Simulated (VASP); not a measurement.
Runs of VASP 6.6.1 on Sn3Te. The structure is that of space group I4/mmm (No. 139), or close to it. The cells are those of the table. 

| level | potentials or basis | cell | k mesh | gap on the mesh (eV) | pressure (GPa) |
| --- | --- | --- | --- | --- | --- |
| r2SCAN | VASP PAW PBE potentials, release 64 (Te, Sn_d) | a = 6.405 Å, angles 137.9, 137.9, 61.1°, 4 atoms | 5 × 5 × 5 | none | -1.3 |
| RPBE | VASP PAW PBE potentials, release 64 (Te, Sn_d) | a = 6.405 Å, angles 137.9, 137.9, 61.1°, 4 atoms | 5 × 5 × 5 | none | (a) |
| PBE | VASP PAW PBE potentials, release 64 (Te, Sn_d) | a = 6.405 Å, angles 137.9, 137.9, 61.1°, 4 atoms | 5 × 5 × 5 | none | -0.6 |
| LDA | VASP PAW LDA potentials, release 64 (Te, Sn_d) | a = 6.274 Å, angles 137.9, 137.9, 61.1°, 4 atoms | 8 × 8 × 8 | none | -1.5 |
| LDA | VASP PAW LDA potentials, release 64 (Te, Sn_d) | a = 6.318 Å, angles 137.9, 137.9, 61.1°, 4 atoms | 8 × 8 × 8 | none | -2.5 |
| PBE | VASP PAW PBE potentials, release 64 (Te, Sn_d) | a = 6.362 Å, angles 137.9, 137.9, 61.1°, 4 atoms | 8 × 8 × 8 | none | 0.5 |
| LDA | VASP PAW LDA potentials, release 64 (Te, Sn_d) | a = 6.405 Å, angles 137.9, 137.9, 61.1°, 4 atoms | 8 × 8 × 8 | none | -4.2 |
| PBEsol | VASP PAW PBE potentials, release 64 (Te, Sn_d) | a = 6.405 Å, angles 137.9, 137.9, 61.1°, 4 atoms | 8 × 8 × 8 | none | (b) |
| LDA | VASP PAW LDA potentials, release 64 (Te, Sn_d) | a = 6.362 Å, angles 137.9, 137.9, 61.1°, 4 atoms | 8 × 8 × 8 | none | -3.4 |
| PBEsol | VASP PAW PBE potentials, release 64 (Te, Sn_d) | a = 6.405 Å, angles 137.9, 137.9, 61.1°, 4 atoms | 5 × 5 × 5 | none | -3.2 |
| PBE | VASP PAW PBE potentials, release 64 (Te, Sn_d) | a = 6.274 Å, angles 137.9, 137.9, 61.1°, 4 atoms | 8 × 8 × 8 | none | 2.7 |

Alike in all rows: task single point; no spin polarisation; cutoff (eV) 520; smearing fermi-dirac 0.05 eV.

Problem. Estimate the missing entries.

Solution. (a) 0.7; (b) -3.1.

Caveats: spin-orbit coupling is left out, which moves the levels of the heavy elements; semilocal functionals underestimate gaps, and a narrow one can read as zero (at least some runs); the PAW data sets were made with another functional, which shifts forces and pressure a little (at least some runs); the cell stands under tension (at least some runs).

A k mesh can miss the band edges, and the runs leave out spin-orbit coupling on Sn, Te.

A gap of «none» marks levels without a gap at the run's occupations.
